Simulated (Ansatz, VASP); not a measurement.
## One calculation of SiO2, two programs

```
Si O
1.0
    -2.37405    2.37405    3.74400
     2.37405   -2.37405    3.74400
     2.37405    2.37405   -3.74400
Si O
2 4
Direct
  0.00000 0.00000 0.00000
  0.75000 0.25000 0.50000
  0.99838 0.62500 0.87338
  0.37500 0.24838 0.37338
  0.75162 0.12500 0.12662
  0.87500 0.00162 0.62662
```

Alike in both runs: task electric field gradients; functional PBEsol; k mesh 7 × 7 × 7; occupations fermi-dirac, width 0.03 eV; no spin polarisation.

|  | VASP | Ansatz |
| --- | --- | --- |
| version | VASP 6.6.1 | Ansatz 0.2.0 |
| potentials or method | VASP PAW PBE potentials, release 64 (Si, O), cutoff 520 eV | all-electron PAW with datasets made for the crystal, scalar-relativistic |

Ansatz gave:

| Property | Result |
| --- | --- |
| gap on the k mesh at the Fermi level (eV) | 5.98 |
| pressure (GPa) | 1.0 |
| traceless stress, the component that is largest in VASP (GPa) | -1.37 |
| rms of the force components (eV/Å) | 0.005 |
| size of Vzz on the site where it differs most (V/Å²) | 85.1 |

Q: Estimate VASP's values.

A: gap on the k mesh at the Fermi level (eV): 5.97; pressure (GPa): 1.6; traceless stress, the component that is largest in VASP (GPa): -1.29; rms of the force components (eV/Å): 0.012; size of Vzz on the site where it differs most (V/Å²): 83.4.

VASP's potentials were made for PBE, not for PBEsol. Atom by atom the forces differ by 0.018 eV/Å (rms over components). Ansatz ran all-electron here, and VASP with PAW potentials.
